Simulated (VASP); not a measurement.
# GeSb3O2 (P-4m2) in VASP: a series of runs

The runs below take GeSb3O2 through single point, relaxation of cell and atoms, with PBE.

Everything below comes from runs of VASP 6.6.1. Logs are shortened: lines on timing, memory, paths and dates and some standing lists are left out, and cuts for length are marked.

## 1. The cell of the first run

The structure is tetragonal, space group P-4m2 (No. 115). Conventional cell: a = 3.850 Å, b = 3.850 Å, c = 8.498 Å, α = 90.00°, β = 90.00°, γ = 90.00°. Ge (site symmetry -4m2) has 4 Sb at 2.72 Å and 4 O at 2.95 Å within 3.6 Å. Within 3.6 Å of Sb (site symmetry -4m2) lie 4 Ge at 2.72 Å and 4 O at 2.95 Å. Sb (site symmetry 2mm) has 5 O at 2.91 to 3.00 Å and 6 Sb at 3.37 to 3.79 Å and 2 Ge at 3.79 Å within 3.8 Å. O (site symmetry 2mm) has 7 Sb at 2.91 to 3.00 Å and 2 Ge at 2.95 Å within 3.8 Å.

## 2. Single point, PBE

INCAR reads:

```
SYSTEM = GeSb3O2
  PREC = Accurate
  ENCUT = 520
  EDIFF = 1E-6
  ISMEAR = 0
  SIGMA = 0.1
  LREAL = .FALSE.
  LASPH = .TRUE.
  NELM = 60
  ALGO = Normal
  ISIF = 2
  LWAVE = .FALSE.
  LCHARG = .FALSE.
  GGA = PE
  NBANDS = 30
```

KPOINTS reads:

```
regular mesh
0
G
  4 4 2
  0 0 0
```

POSCAR reads:

```
GeSb3O2
1.0
    3.8501375900      0.0000000000      0.0000000000
    0.0000000000      3.8501375900      0.0000000000
    0.0000000000      0.0000000000      8.4978762000
Ge Sb O
1 3 2
Direct
    0.0000000000      0.0000000000      0.0000000000
    0.5000000000      0.5000000000      0.0000000000
    0.0000000000      0.5000000000      0.3835000100
    0.5000000000      0.0000000000      0.6164999900
    0.0000000000      0.5000000000      0.7365000200
    0.5000000000      0.0000000000      0.2634999800
```

Potentials or basis: VASP PAW PBE potentials, release 64 (Ge_d, Sb, O).

Launch:

```bash
$ cat potpaw_PBE.64/Ge_d/POTCAR potpaw_PBE.64/Sb/POTCAR potpaw_PBE.64/O/POTCAR > POTCAR
$ mpirun -np 1 vasp_std > vasp.out
```

OUTCAR:

```text
SYSTEM = GeSb3O2
   PREC = Accurate
   ENCUT = 520
   EDIFF = 1E-6
   ISMEAR = 0
   LREAL = .FALSE.
   LASPH = .TRUE.
   NELM = 60
   ISIF = 2
   GGA = PE

 ion  position               nearest neighbor table
   1  0.000  0.000  0.000-   2 2.72   2 2.72   2 2.72   2 2.72
   2  0.500  0.500  0.000-   1 2.72   1 2.72   1 2.72   1 2.72
   3  0.000  0.500  0.384-   4 3.37   4 3.37   4 3.37   4 3.37
   4  0.500  0.000  0.616-   3 3.37   3 3.37   3 3.37   3 3.37
   5  0.000  0.500  0.737-
   6  0.500  0.000  0.263-

  LATTYP: Found a simple tetragonal cell.
 ALAT       =     3.8501375900
 C/A-ratio  =     2.2071616926

  Lattice vectors:

 A1 = (   3.8501375900,   0.0000000000,   0.0000000000)
 A2 = (   0.0000000000,   3.8501375900,   0.0000000000)
 A3 = (   0.0000000000,   0.0000000000,   8.4978762000)

Analysis of symmetry for initial positions (statically):
=====================================================================
 Subroutine PRICEL returns:
 Original cell was already a primitive cell.

 Routine SETGRP: Setting up the symmetry group for a
 simple tetragonal supercell.

 Subroutine GETGRP returns: Found  8 space group operations
 (whereof  8 operations were pure point group operations)
 out of a pool of 16 trial point group operations.

The static configuration has the point symmetry D_2d.

Analysis of symmetry for dynamics (positions and initial velocities):
=====================================================================
 Subroutine PRICEL returns:
 Original cell was already a primitive cell.

 Routine SETGRP: Setting up the symmetry group for a
 simple tetragonal supercell.

 Subroutine GETGRP returns: Found  8 space group operations
 (whereof  8 operations were pure point group operations)
 out of a pool of 16 trial point group operations.

The dynamic configuration has the point symmetry D_2d.

 Subroutine INISYM returns: Found  8 space group operations
 (whereof  8 operations are pure point group operations),
 and found     1 'primitive' translations

----------------------------------------------------------------------------------------

                                     Primitive cell

  volume of cell :     125.9688

  direct lattice vectors                    reciprocal lattice vectors
     3.850137590  0.000000000  0.000000000     0.259730978  0.000000000  0.000000000
     0.000000000  3.850137590  0.000000000     0.000000000  0.259730978  0.000000000
     0.000000000  0.000000000  8.497876200     0.000000000  0.000000000  0.117676461

  length of vectors
     3.850137590  3.850137590  8.497876200     0.259730978  0.259730978  0.117676461

  position of ions in fractional coordinates (direct lattice)
     0.000000000  0.000000000  0.000000000
     0.500000000  0.500000000  0.000000000
     0.000000000  0.500000000  0.383500010
     0.500000000  0.000000000  0.616499990
     0.000000000  0.500000000  0.736500020
     0.500000000  0.000000000  0.263499980

  ion indices of the primitive-cell ions
   primitive index   ion index
                 1           1
                 2           2
                 3           3
                 4           4
                 5           5
                 6           6

----------------------------------------------------------------------------------------

 KPOINTS: regular mesh

Automatic generation of k-mesh.
 Grid dimensions read from file:
 generate k-points for:    4    4    2

 Generating k-lattice:

  Cartesian coordinates                     Fractional coordinates (reciprocal lattice)
     0.064932744  0.000000000  0.000000000     0.250000000  0.000000000  0.000000000
     0.000000000  0.064932744  0.000000000     0.000000000  0.250000000  0.000000000
     0.000000000  0.000000000  0.058838231     0.000000000  0.000000000  0.500000000

  Length of vectors
     0.064932744  0.064932744  0.058838231

  Shift w.r.t. Gamma in fractional coordinates (k-lattice)
     0.000000000  0.000000000  0.000000000

 Subroutine IBZKPT returns following result:
 ===========================================

 Found     12 irreducible k-points:

 Following reciprocal coordinates:
            Coordinates               Weight
  0.000000  0.000000  0.000000      1.000000
  0.250000  0.000000  0.000000      4.000000
  0.500000  0.000000  0.000000      2.000000
  0.250000  0.250000  0.000000      4.000000
  0.500000  0.250000  0.000000      4.000000
  0.500000  0.500000  0.000000      1.000000
  0.000000  0.000000  0.500000      1.000000
  0.250000  0.000000  0.500000      4.000000
  0.500000  0.000000  0.500000      2.000000
  0.250000  0.250000  0.500000      4.000000
  0.500000  0.250000  0.500000      4.000000
  0.500000  0.500000  0.500000      1.000000
   k-points           NKPTS =     12   k-points in BZ     NKDIM =     12   number of bands    NBANDS=     30
   number of dos      NEDOS =    301   number of ions     NIONS =      6
   total plane-waves  NPLWV =  57600
   dimension x,y,z NGX =    30 NGY =   30 NGZ =   64
   dimension x,y,z NGXF=    60 NGYF=   60 NGZF=  128
   ions per type =               1   3   2
   NGX,Y,Z   is equivalent  to a cutoff of  12.95, 12.95, 12.52 a.u.
   NGXF,Y,Z  is equivalent  to a cutoff of  25.91, 25.91, 25.04 a.u.
 SYSTEM =  GeSb3O2
   PREC   = accura    normal or accurate (medium, high low for compatibility)
   ISTART =      0    job   : 0-new  1-cont  2-samecut
   ICHARG =      2    charge: 1-file 2-atom 10-const
   ISPIN  =      1    spin polarized calculation?
   LNONCOLLINEAR =      F non collinear calculations
   LSORBIT =      F    spin-orbit coupling
   LASPH  =      T    aspherical Exc in radial PAW
   ENCUT  =  520.0 eV  38.22 Ry    6.18 a.u.   7.16  7.16 15.80*2*pi/ulx,y,z
   NELM   =     60;   NELMIN=  2; NELMDL= -5     # of ELM steps
   EDIFF  = 0.1E-05   stopping-criterion for ELM
   LREAL  =      F    real-space projection
   EDIFFG = 0.1E-04   stopping-criterion for IOM
   NSW    =      0    number of steps for IOM
   IBRION =     -1    ionic relax: 0-MD 1-quasi-New 2-CG
   NFREE  =      0    steps in history (QN), initial steepest desc. (CG)
   ISIF   =      2    stress and relaxation
   ISYM   =      2    0-nonsym 1-usesym 2-fastsym
   POTIM  = 0.5000    time-step for ionic-motion
   TEBEG  =    0.0;   TEEND  =   0.0 temperature during run
   PSTRESS=    0.0 pullay stress
   NELECT =      41.0000    total number of electrons
   NUPDOWN=      -1.0000    fix difference up-down
   EMIN   =  10.00;   EMAX   =-10.00  energy-range for DOS
   EFERMI =   0.00;   METHOD = LEGACY
   ISMEAR =     0;   SIGMA  =   0.10  broadening in eV -4-tet -1-fermi 0-gaus
   EFERMI_NEDOS =   21; number of points for ismear=-14 and -15
   IALGO  =     38    algorithm
   IMIX   =      4    mixing-type and parameters
     AMIX     =   0.40;   BMIX     =  1.00
     AMIX_MAG =   1.60;   BMIX_MAG =  1.00
  volume/ion in A,a.u.               =      20.99       141.68
  Fermi-wavevector in a.u.,A,eV,Ry     =   1.126113  2.128044 17.253950  1.268130
  Thomas-Fermi vector in A             =   2.262793
   LORBIT       =      0    0 simple, 1 ext, 2 COOP (PROOUT), +10 PAW based schemes
   GGA     = PE    functional components
   LHFCALC =     F    Hartree Fock is set to
   AEXX    =    0.0000 exact exchange contribution
   IVDW    =     0    specifies the selected vdW correction
   LEPSILON=     F    determine dielectric tensor
   LRPA    =     F    only Hartree local field effects (RPA)
 non-spin polarized calculation
 Gauss-broadening in eV      SIGMA  =   0.10
  energy-cutoff  :      520.00
  volume of cell :      125.97
 maximum number of plane-waves:      3432
 NGX is ok and might be reduce to    30
   NGX = 15   NGY = 15   NGZ = 31

 number of electron      41.0000008 magnetization

 Free energy of the ion-electron system (eV)
  ---------------------------------------------------
  ext. energy  EPLUGINS =         0.00000000
  ---------------------------------------------------
  free energy    TOTEN  =       -25.19236674 eV

  energy without entropy =      -25.17658925  energy(sigma->0) =      -25.18447799

 E-fermi :   6.2044     XC(G=0): -10.1456

 val. band max:        6.1904783446   @ k =   0.2500   0.2500   0.0000
 cond. band min:       6.3272505588   @ k =   0.5000   0.5000   0.0000
 fundamental gap:      0.1367722142
 Fermi energy:         6.2043771953

 k-point     1 :       0.0000    0.0000    0.0000
  band No.  band energies     occupation
      1     -18.8666      2.00000
      2     -18.8245      2.00000
      3     -18.8245      2.00000
      4     -18.7771      2.00000
      5     -18.7608      2.00000
      6     -10.6345      2.00000
[... 22 lines left out ...]
     29      10.8262      0.00000
     30      13.4457      0.00000

 k-point     2 :       0.2500    0.0000    0.0000
  band No.  band energies     occupation
      1     -18.8646      2.00000
      2     -18.8261      2.00000
      3     -18.8245      2.00000
      4     -18.7817      2.00000
      5     -18.7578      2.00000
      6     -10.5303      2.00000
[... 22 lines left out ...]
     29      11.2216      0.00000
     30      12.6204      0.00000

 k-point     3 :       0.5000    0.0000    0.0000
  band No.  band energies     occupation
      1     -18.8626      2.00000
      2     -18.8276      2.00000
      3     -18.8245      2.00000
      4     -18.7863      2.00000
      5     -18.7547      2.00000
      6     -10.3981      2.00000
[... 22 lines left out ...]
     29       8.9129      0.00000
     30      13.6596      0.00000

 k-point     4 :       0.2500    0.2500    0.0000
  band No.  band energies     occupation
      1     -18.8623      2.00000
      2     -18.8261      2.00000
      3     -18.8257      2.00000
      4     -18.7857      2.00000
      5     -18.7545      2.00000
      6     -10.4486      2.00000
[... 22 lines left out ...]
     29      13.5881      0.00000
     30      14.0238      0.00000

 k-point     5 :       0.5000    0.2500    0.0000
  band No.  band energies     occupation
      1     -18.8601      2.00000
      2     -18.8272      2.00000
      3     -18.8257      2.00000
      4     -18.7897      2.00000
      5     -18.7511      2.00000
      6     -10.3472      2.00000
[... 22 lines left out ...]
     29      12.9758      0.00000
     30      14.0520      0.00000

 k-point     6 :       0.5000    0.5000    0.0000
  band No.  band energies     occupation
      1     -18.8576      2.00000
      2     -18.8269      2.00000
      3     -18.8269      2.00000
      4     -18.7930      2.00000
      5     -18.7474      2.00000
      6     -10.2953      2.00000
[... 22 lines left out ...]
     29      13.6176      0.00000
     30      14.2788      0.00000

 k-point     7 :       0.0000    0.0000    0.5000
  band No.  band energies     occupation
      1     -18.8666      2.00000
      2     -18.8245      2.00000
      3     -18.8245      2.00000
      4     -18.7771      2.00000
      5     -18.7608      2.00000
      6     -10.5569      2.00000
[... 22 lines left out ...]
     29      11.3382      0.00000
     30      13.2798      0.00000

 k-point     8 :       0.2500    0.0000    0.5000
  band No.  band energies     occupation
      1     -18.8646      2.00000
      2     -18.8261      2.00000
      3     -18.8245      2.00000
      4     -18.7817      2.00000
      5     -18.7578      2.00000
      6     -10.4783      2.00000
[... 22 lines left out ...]
     29      11.1435      0.00000
     30      12.4642      0.00000

 k-point     9 :       0.5000    0.0000    0.5000
  band No.  band energies     occupation
      1     -18.8627      2.00000
      2     -18.8276      2.00000
      3     -18.8245      2.00000
      4     -18.7863      2.00000
      5     -18.7547      2.00000
      6     -10.3977      2.00000
[... 22 lines left out ...]
     29       9.3624      0.00000
     30      13.8542      0.00000

 k-point    10 :       0.2500    0.2500    0.5000
  band No.  band energies     occupation
      1     -18.8623      2.00000
      2     -18.8261      2.00000
      3     -18.8257      2.00000
      4     -18.7857      2.00000
      5     -18.7545      2.00000
      6     -10.4124      2.00000
[... 22 lines left out ...]
     29      13.6460      0.00000
     30      14.2237      0.00000

 k-point    11 :       0.5000    0.2500    0.5000
  band No.  band energies     occupation
      1     -18.8601      2.00000
      2     -18.8272      2.00000
      3     -18.8257      2.00000
      4     -18.7897      2.00000
      5     -18.7511      2.00000
      6     -10.3470      2.00000
[... 22 lines left out ...]
     29      12.9349      0.00000
     30      13.7641      0.00000

 k-point    12 :       0.5000    0.5000    0.5000
  band No.  band energies     occupation
      1     -18.8576      2.00000
      2     -18.8269      2.00000
      3     -18.8269      2.00000
      4     -18.7931      2.00000
      5     -18.7474      2.00000
      6     -10.2953      2.00000
[... 22 lines left out ...]
     29      12.6223      0.00000
     30      15.8280      0.00000

------------------------ aborting loop because EDIFF is reached ----------------------------------------

  FORCE on cell =-STRESS in cart. coord.  units (eV):
  Direction    XX          YY          ZZ          XY          YZ          ZX
  --------------------------------------------------------------------------------------
  -------------------------------------------------------------------------------------
  Total       -5.1044352     -5.1044352     -6.8709376      0.0000000      0.0000000      0.0000000
  in kB      -64.9225210    -64.9225210    -87.3903923      0.0000000      0.0000000      0.0000000
  external PRESSURE =     -72.4118115 kB  Pullay stress =       0.0000000 kB

 VOLUME and BASIS-vectors are now :
 -----------------------------------------------------------------------------
  energy-cutoff  :      520.00
  volume of cell :      125.97
      direct lattice vectors                 reciprocal lattice vectors
     3.850137590  0.000000000  0.000000000     0.259730978  0.000000000  0.000000000
     0.000000000  3.850137590  0.000000000     0.000000000  0.259730978  0.000000000
     0.000000000  0.000000000  8.497876200     0.000000000  0.000000000  0.117676461

 POSITION                                       TOTAL-FORCE (eV/Angst)
 -----------------------------------------------------------------------------------
      0.00000      0.00000      0.00000         0.000000     -0.000000     -0.000000
      1.92507      1.92507      0.00000         0.000000     -0.000000     -0.000000
      0.00000      1.92507      3.25894         0.000000      0.000000      0.427265
      1.92507      0.00000      5.23894        -0.000000      0.000000     -0.427265
      0.00000      1.92507      6.25869         0.000000      0.000000      0.430903
      1.92507      0.00000      2.23919        -0.000000      0.000000     -0.430903
 -----------------------------------------------------------------------------------
    total drift:                               -0.000000     -0.000000     -0.000000

  FREE ENERGIE OF THE ION-ELECTRON SYSTEM (eV)
  ---------------------------------------------------
  free  energy   TOTEN  =       -25.1923667395 eV

  energy  without entropy=      -25.1765892491  energy(sigma->0) =      -25.18447799
```

Wall time 34 s (1 thread of AMD EPYC 9R14 (Zen 4), shared host); peak memory 0.22 GiB.

What came out:

* Free energy: -25.1924 eV
* Pressure: -7.2 GPa
* Largest force: 0.431 eV/Å

Forces in eV/Å, atoms in the order of the input:
```
Ge   0.000  0.000  0.000
Sb   0.000  0.000  0.000
Sb   0.000  0.000  0.427
Sb   0.000  0.000 -0.427
O    0.000  0.000  0.431
O    0.000  0.000 -0.431
```

Caveat: the k points lie up to 0.41 Å⁻¹ apart; spin-orbit coupling is left out, which moves the levels of the heavy elements; an odd number of electrons without spin polarisation forces a metal; a magnetic or distorted state may lie lower.

## 3. Single point, PBE

This run uses another cell than the first one, of 22.19 Å³/atom, 1.057 times its volume.

INCAR reads:

```
SYSTEM = GeSb3O2
PREC = Accurate
ENCUT = 520
EDIFF = 1E-7
ISMEAR = 0
SIGMA = 0.1
LREAL = .False.
LASPH = .True.
NELM = 100
ALGO = Normal
ISIF = 2
LWAVE = .False.
LCHARG = .False.
GGA = PE
NBANDS = 30
```

KPOINTS reads:

```
Automatic mesh
0
Gamma
  4 4 2
  0 0 0
```

POSCAR reads:

```
GeSb3O2
1.0
    4.2225696656      0.0000000000      0.0000000000
    0.0000000000      4.2225696656      0.0000000000
    0.0000000000      0.0000000000      7.4667678262
Ge Sb O
1 3 2
Direct
    0.0000000000      0.0000000000      0.0000000000
    0.5000000000      0.5000000000      0.0000000000
    0.0000000000      0.5000000000      0.5067331199
    0.5000000000      0.0000000000      0.4932668801
    0.0000000000      0.5000000000      0.7725451751
    0.5000000000      0.0000000000      0.2274548249
```

Potentials or basis: VASP PAW PBE potentials, release 64 (Ge_d, Sb, O).

Launch:

```bash
$ cat potpaw_PBE.64/Ge_d/POTCAR potpaw_PBE.64/Sb/POTCAR potpaw_PBE.64/O/POTCAR > POTCAR
$ mpirun -np 1 vasp_std > vasp.out
```

OUTCAR:

```text
SYSTEM = GeSb3O2
   PREC = Accurate
   ENCUT = 520
   EDIFF = 1E-7
   ISMEAR = 0
   LREAL = .False.
   LASPH = .True.
   NELM = 100
   ISIF = 2
   GGA = PE

 ion  position               nearest neighbor table
   1  0.000  0.000  0.000-   2 2.99   2 2.99   2 2.99   2 2.99
   2  0.500  0.500  0.000-   5 2.71   6 2.71   6 2.71   5 2.71   1 2.99   1 2.99   1 2.99   1 2.99

   3  0.000  0.500  0.507-   5 1.98   4 2.99   4 2.99   4 2.99   4 2.99
   4  0.500  0.000  0.493-   6 1.98   3 2.99   3 2.99   3 2.99   3 2.99
   5  0.000  0.500  0.773-   3 1.98   2 2.71   2 2.71
[... 590 lines left out ...]
  -------------------------------------------------------------------------------------
  Total       -0.0507519     -0.0507519      0.1252538      0.0000000      0.0000000      0.0000000
  in kB       -0.6107689     -0.6107689      1.5073535      0.0000000      0.0000000      0.0000000
  external PRESSURE =       0.0952719 kB  Pullay stress =       0.0000000 kB

 VOLUME and BASIS-vectors are now :
 -----------------------------------------------------------------------------
  energy-cutoff  :      520.00
  volume of cell :      133.13
      direct lattice vectors                 reciprocal lattice vectors
     4.222569666  0.000000000  0.000000000     0.236822617  0.000000000  0.000000000
     0.000000000  4.222569666  0.000000000     0.000000000  0.236822617  0.000000000
     0.000000000  0.000000000  7.466767826     0.000000000  0.000000000  0.133926757

 POSITION                                       TOTAL-FORCE (eV/Angst)
 -----------------------------------------------------------------------------------
      0.00000      0.00000      0.00000        -0.000000      0.000000      0.000000
      2.11128      2.11128      0.00000         0.000000     -0.000000      0.000000
      0.00000      2.11128      3.78366        -0.000000      0.000000     -0.070741
      2.11128      0.00000      3.68311         0.000000      0.000000      0.070741
      0.00000      2.11128      5.76842        -0.000000      0.000000      0.102410
      2.11128      0.00000      1.69835         0.000000      0.000000     -0.102410
 -----------------------------------------------------------------------------------
    total drift:                                0.000000      0.000000      0.000000

  FREE ENERGIE OF THE ION-ELECTRON SYSTEM (eV)
  ---------------------------------------------------
  free  energy   TOTEN  =       -27.6827650173 eV

  energy  without entropy=      -27.6683669738  energy(sigma->0) =      -27.67556600
```

stdout:

```text
POSCAR found type information on POSCAR GeSbO
 POSCAR found :  3 types and       6 ions
 scaLAPACK will be used
 LDA part: xc-table for (Slater+PW92), standard interpolation
 POSCAR, INCAR and KPOINTS ok, starting setup
 FFT: planning ... GRIDC
 FFT: planning ... GRID_SOFT
 FFT: planning ... GRID
 WAVECAR not read
 entering main loop
```

Wall time 33 s (1 thread of AMD EPYC 9R14 (Zen 4), shared host); peak memory 0.21 GiB.

Results:

* Free energy: -27.6828 eV
* Pressure: 0.0 GPa
* Largest force: 0.102 eV/Å

Forces on the atoms (eV/Å):
```
Ge   0.000  0.000  0.000
Sb   0.000  0.000  0.000
Sb   0.000  0.000 -0.071
Sb   0.000  0.000  0.071
O    0.000  0.000  0.102
O    0.000  0.000 -0.102
```

Caveat: the k points lie up to 0.42 Å⁻¹ apart; spin-orbit coupling is left out, which moves the levels of the heavy elements; an odd number of electrons without spin polarisation forces a metal; a magnetic or distorted state may lie lower.

(Part 1 of 2 ends here.)
